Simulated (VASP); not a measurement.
# C (I4_1/amd) in VASP: further runs

C is run at these levels: PBE; tasks: single point.

Everything below comes from runs of VASP 6.6.1. Logs are shortened: lines on timing, memory, paths and dates and some standing lists are left out, and cuts for length are marked.

## Step 1: The cell of the first run

The structure is tetragonal, space group I4_1/amd (No. 141). Conventional cell: a = 2.472 Å, b = 2.472 Å, c = 3.567 Å, α = 90.00°, β = 90.00°, γ = 90.00°. Within 2.0 Å of C (site symmetry -4m2) lie 4 C at 1.52 Å.

## Step 2: Single point, PBE (equal xx and yy strain of -2 %)

File INCAR:

```
ALGO = Normal
EDIFF = 1E-6
ENCUT = 520
GGA = PE
ISIF = 2
ISMEAR = -1
LASPH = True
LCHARG = False
LREAL = False
LWAVE = False
NBANDS = 11
NELM = 100
PREC = Accurate
SIGMA = 0.08
```

File KPOINTS:

```
k-points
0
Gamma
  20 20 20
```

File POSCAR:

```
C
1.0
    0.0000000000      1.7477320000      1.7834000000
    1.7477320000      0.0000000000      1.7834000000
    1.7477320000      1.7477320000      0.0000000000
C
2
Direct
    0.5000000000      0.5000000000      0.5000000000
    0.7500000000      0.7500000000      0.7500000000
```

Potentials or basis: VASP PAW PBE potentials, release 64 (C).

Command:

```sh
cat potpaw_PBE.64/C/POTCAR > POTCAR
mpirun -np 1 vasp_std > vasp.out
```

OUTCAR:

```text
EDIFF = 1E-6
   ENCUT = 520
   GGA = PE
   ISIF = 2
   ISMEAR = -1
   LASPH = True
   LREAL = False
   NELM = 100
   PREC = Accurate

 ion  position               nearest neighbor table
   1  0.500  0.500  0.500-   2 1.52   2 1.52   2 1.52   2 1.52
   2  0.750  0.750  0.750-   1 1.52   1 1.52   1 1.52   1 1.52

  LATTYP: Found a body centered tetragonal cell.
 ALAT       =     2.4716662978
 C/A-ratio  =     1.4430750636

  Lattice vectors:

 A1 = (  -1.7477320000,   0.0000000000,   1.7834000000)
 A2 = (   1.7477320000,   0.0000000000,   1.7834000000)
 A3 = (   0.0000000000,   1.7477320000,  -1.7834000000)

Analysis of symmetry for initial positions (statically):
=====================================================================
 Subroutine PRICEL returns:
 Original cell was already a primitive cell.

 Routine SETGRP: Setting up the symmetry group for a
 body centered tetragonal supercell.

 Subroutine GETGRP returns: Found 16 space group operations
 (whereof  8 operations were pure point group operations)
 out of a pool of 16 trial point group operations.

The static configuration has the point symmetry D_2d.
 The point group associated with its full space group is D_4h.

Analysis of symmetry for dynamics (positions and initial velocities):
=====================================================================
 Subroutine PRICEL returns:
 Original cell was already a primitive cell.

 Routine SETGRP: Setting up the symmetry group for a
 body centered tetragonal supercell.

 Subroutine GETGRP returns: Found 16 space group operations
 (whereof  8 operations were pure point group operations)
 out of a pool of 16 trial point group operations.

The dynamic configuration has the point symmetry D_2d.
 The point group associated with its full space group is D_4h.

 Subroutine INISYM returns: Found 16 space group operations
 (whereof  8 operations are pure point group operations),
 and found     1 'primitive' translations

----------------------------------------------------------------------------------------

                                     Primitive cell

  volume of cell :      10.8950

  direct lattice vectors                    reciprocal lattice vectors
     0.000000000  1.747732000  1.783400000    -0.286085052  0.286085052  0.280363351
     1.747732000  0.000000000  1.783400000     0.286085052 -0.286085052  0.280363351
     1.747732000  1.747732000  0.000000000     0.286085052  0.286085052 -0.280363351

[... 79 lines left out ...]
   LSORBIT =      F    spin-orbit coupling
   LASPH  =      T    aspherical Exc in radial PAW
   ENCUT  =  520.0 eV  38.22 Ry    6.18 a.u.   4.64  4.64  4.60*2*pi/ulx,y,z
   NELM   =    100;   NELMIN=  2; NELMDL= -5     # of ELM steps
   EDIFF  = 0.1E-05   stopping-criterion for ELM
   LREAL  =      F    real-space projection
   EDIFFG = 0.1E-04   stopping-criterion for IOM
   NSW    =      0    number of steps for IOM
   IBRION =     -1    ionic relax: 0-MD 1-quasi-New 2-CG
   NFREE  =      0    steps in history (QN), initial steepest desc. (CG)
   ISIF   =      2    stress and relaxation
   ISYM   =      2    0-nonsym 1-usesym 2-fastsym
   POTIM  = 0.5000    time-step for ionic-motion
   TEBEG  =    0.0;   TEEND  =   0.0 temperature during run
   PSTRESS=    0.0 pullay stress
   NELECT =       8.0000    total number of electrons
   NUPDOWN=      -1.0000    fix difference up-down
   EMIN   =  10.00;   EMAX   =-10.00  energy-range for DOS
   EFERMI =   0.00;   METHOD = LEGACY
   ISMEAR =    -1;   SIGMA  =   0.08  broadening in eV -4-tet -1-fermi 0-gaus
   EFERMI_NEDOS =   21; number of points for ismear=-14 and -15
   IALGO  =     38    algorithm
   IMIX   =      4    mixing-type and parameters
     AMIX     =   0.40;   BMIX     =  1.00
     AMIX_MAG =   1.60;   BMIX_MAG =  1.00
  volume/ion in A,a.u.               =       5.45        36.76
  Fermi-wavevector in a.u.,A,eV,Ry     =   1.476937  2.791007 29.678978  2.181343
  Thomas-Fermi vector in A             =   2.591403
   LORBIT       =      0    0 simple, 1 ext, 2 COOP (PROOUT), +10 PAW based schemes
   GGA     = PE    functional components
[... 5 lines left out ...]
 non-spin polarized calculation
  energy-cutoff  :      520.00
  volume of cell :       10.90
 maximum number of plane-waves:       304
   NGX =  9   NGY =  9   NGZ =  9

 number of electron       8.0000000 magnetization

 Free energy of the ion-electron system (eV)
  ---------------------------------------------------
  ext. energy  EPLUGINS =         0.00000000
  ---------------------------------------------------
  free energy    TOTEN  =       -18.14246817 eV

  energy without entropy =      -18.14246817  energy(sigma->0) =      -18.14246817

 E-fermi :  11.8218     XC(G=0): -13.4551

 val. band max:       10.4302139621   @ k =   0.0000   0.0000   0.0000
 cond. band min:      14.3890876041   @ k =   0.3500   0.0000   0.3500
 fundamental gap:      3.9588736420
 Fermi energy:        11.8217577616

 k-point     1 :       0.0000    0.0000    0.0000
  band No.  band energies     occupation
      1     -11.7041      2.00000
      2      10.1096      2.00000
      3      10.4302      2.00000
      4      10.4302      2.00000
      5      15.9440      0.00000
      6      15.9440      0.00000
      7      16.1989      0.00000
      8      24.5855      0.00000
      9      30.1468      0.00000
     10      36.7039      0.00000
     11      37.5821      0.00000
[... 309 lines left out ...]
 k-point    24 :      -0.3500    0.0500    0.0000
  band No.  band energies     occupation
      1      -7.8919      2.00000
      2      -0.3789      2.00000
      3       7.0265      2.00000
      4       8.0709      2.00000
      5      18.8313      0.00000
      6      18.9738      0.00000
      7      19.7920      0.00000
      8      26.0605      0.00000
      9      31.9684      0.00000
     10      33.6136      0.00000
     11      35.5531      0.00000

 [... further k-points ...]
[... 5 lines left out ...]
  --------------------------------------------------------------------------------------
  -------------------------------------------------------------------------------------
  Total        1.9313406      1.9313406      0.5700381      0.0000000     -0.0000000      0.0000000
  in kB      284.0148252    284.0148252     83.8274131      0.0000000     -0.0000000      0.0000000
  external PRESSURE =     217.2856878 kB  Pullay stress =       0.0000000 kB

 VOLUME and BASIS-vectors are now :
 -----------------------------------------------------------------------------
  energy-cutoff  :      520.00
  volume of cell :       10.90
      direct lattice vectors                 reciprocal lattice vectors
     0.000000000  1.747732000  1.783400000    -0.286085052  0.286085052  0.280363351
     1.747732000  0.000000000  1.783400000     0.286085052 -0.286085052  0.280363351
     1.747732000  1.747732000  0.000000000     0.286085052  0.286085052 -0.280363351

 POSITION                                       TOTAL-FORCE (eV/Angst)
 -----------------------------------------------------------------------------------
      1.74773      1.74773      1.78340         0.000000      0.000000     -0.000000
      2.62160      2.62160      2.67510        -0.000000     -0.000000      0.000000
 -----------------------------------------------------------------------------------
    total drift:                                0.000000     -0.000000      0.000000

  FREE ENERGIE OF THE ION-ELECTRON SYSTEM (eV)
  ---------------------------------------------------
  free  energy   TOTEN  =       -18.1424681749 eV

  energy  without entropy=      -18.1424681749  energy(sigma->0) =      -18.14246817
```

Wall time 32 s (1 thread of Intel Xeon Platinum 8488C (Sapphire Rapids), shared host); peak memory 0.16 GiB.

Results:

```yaml
Free_energy: -18.1425 eV
Pressure: 21.7 GPa
Band_gap_on_the_k_mesh: 3.96 eV, indirect (least direct gap 5.51 eV)
```

Levels at points of the mesh, in eV from the valence-band top:
| k point | band 1 | band 2 | band 3 | band 4 | band 5 | band 6 | band 7 | band 8 | band 9 |
| --- | --- | --- | --- | --- | --- | --- | --- | --- | --- |
| (0.00, 0.00, 0.00) | -22.13 | -0.32 | 0.00 | 0.00 | 5.51 | 5.51 | 5.77 | 14.16 | 19.72 |
| (0.50, 0.00, 0.00) | -16.12 | -13.93 | -3.20 | -2.82 | 8.28 | 8.61 | 9.44 | 15.97 | 22.37 |
| (0.50, 0.50, 0.00) | -13.38 | -13.38 | -6.44 | -6.44 | 5.06 | 5.06 | 17.25 | 17.25 | 23.68 |
| (0.50, 0.00, 0.50) | -13.05 | -13.05 | -6.75 | -6.75 | 4.58 | 4.58 | 17.34 | 17.34 | 23.98 |

Caveat: the cell differs from its parent crystal (equal xx and yy strain of -2 %). A k mesh can miss the band edges.

## Step 3: Single point, PBE (equal xx and yy strain of +1 %)

File INCAR:

```
ALGO     = Normal         # electronic algorithm
EDIFF    = 1E-6           # SCF threshold, eV
ENCUT    = 520            # plane-wave cutoff, eV
GGA      = PE             # functional
ISIF     = 2              # what is computed and relaxed
ISMEAR   = -1             # smearing method
LASPH    = True           # aspherical terms in the spheres
LCHARG   = False          # write CHGCAR
LREAL    = False          # projectors in reciprocal space
LWAVE    = False          # write WAVECAR
NBANDS   = 11             # bands
NELM     = 60             # most SCF steps
PREC     = Accurate       # precision mode
SIGMA    = 0.08           # smearing width, eV
```

KPOINTS is that of step 2.

File POSCAR:

```
C
1.0
    0.0000000000      1.8012340000      1.7834000000
    1.8012340000      0.0000000000      1.7834000000
    1.8012340000      1.8012340000      0.0000000000
C
2
Direct
    0.5000000000      0.5000000000      0.5000000000
    0.7500000000      0.7500000000      0.7500000000
```

Potentials or basis: VASP PAW PBE potentials, release 64 (C).

Command:

```sh
cat potpaw_PBE.64/C/POTCAR > POTCAR
mpirun -np 1 vasp_std > vasp.out
```

It took 37 s on 1 thread of Intel Xeon Platinum 8488C (Sapphire Rapids), shared host; peak memory 0.17 GiB.

The run converged. Its results:

```
Free energy            : -18.1808 eV
Pressure               : -6.1 GPa
Band gap on the k mesh : 3.84 eV, indirect (least direct gap 5.36 eV)
```

Stress tensor (GPa, compression positive):
```
-9.06  0.00  0.00
 0.00 -9.06  0.00
 0.00  0.00 -0.09
```

Levels at points of the mesh, in eV from the valence-band top:
| k point | band 1 | band 2 | band 3 | band 4 | band 5 | band 6 | band 7 | band 8 | band 9 |
| --- | --- | --- | --- | --- | --- | --- | --- | --- | --- |
| (0.00, 0.00, 0.00) | -21.31 | -0.15 | -0.15 | 0.00 | 5.36 | 5.48 | 5.48 | 12.78 | 18.94 |
| (0.50, 0.00, 0.00) | -15.65 | -13.25 | -2.93 | -2.76 | 8.20 | 8.24 | 8.60 | 15.42 | 21.51 |
| (0.50, 0.50, 0.00) | -12.62 | -12.62 | -6.37 | -6.37 | 4.47 | 4.47 | 16.44 | 16.44 | 22.87 |
| (0.50, 0.00, 0.50) | -12.77 | -12.77 | -6.23 | -6.23 | 4.70 | 4.70 | 16.39 | 16.39 | 22.72 |

Caveat: the cell differs from its parent crystal (equal xx and yy strain of +1 %).
